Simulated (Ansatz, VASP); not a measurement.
# H6C in VASP and in Ansatz

```
H C
1.0
     7.19197    0.00000    0.00000
     0.00000    7.19197    0.00000
     0.00000    0.00000    7.19197
H C
24 4
Direct
  0.99146 0.25391 0.03537
  0.00464 0.27564 0.93447
  0.05631 0.09993 0.63909
  0.01960 0.11609 0.54327
  0.56390 0.75580 0.28877
  0.56451 0.75389 0.18452
  0.68512 0.04295 0.88096
  0.70226 0.14237 0.85534
  0.04996 0.87047 0.92502
  0.92948 0.72797 0.08765
  0.10375 0.63019 0.94512
  0.88711 0.70071 0.84393
  0.23921 0.88094 0.16311
  0.17934 0.10838 0.24012
  0.23727 0.93103 0.40564
  0.02456 0.92010 0.27937
  0.46942 0.42663 0.71874
  0.35514 0.45081 0.93837
  0.22781 0.37240 0.74067
  0.30367 0.60773 0.75273
  0.67258 0.43211 0.29625
  0.66776 0.18765 0.34059
  0.67429 0.34780 0.53007
  0.87393 0.31868 0.38639
  0.99156 0.73223 0.94957
  0.17089 0.96023 0.27276
  0.33948 0.46428 0.78757
  0.72203 0.32158 0.38808
```

Alike in both runs: functional PBE; dispersion D3(BJ); k mesh 1 × 1 × 1; occupations fermi-dirac, width 0.05 eV; no spin polarisation.

Ansatz relaxed the structure, and its values are those at the end. VASP's run is a single point on that final structure, the one shown.

|  | VASP | Ansatz |
| --- | --- | --- |
| version | VASP 6.6.1 | Ansatz 0.2.0 |
| potentials or method | VASP PAW PBE potentials, release 64 (H, C), cutoff 520 eV | scalar-relativistic, plane waves, PAW |
| valence electrons in the cell | 40 | 40 |

|  | VASP | Ansatz | Ansatz less VASP |
| --- | --- | --- | --- |
| rms of the force components (eV/Å) | 0.063 | 0.060 | -0.0032 |
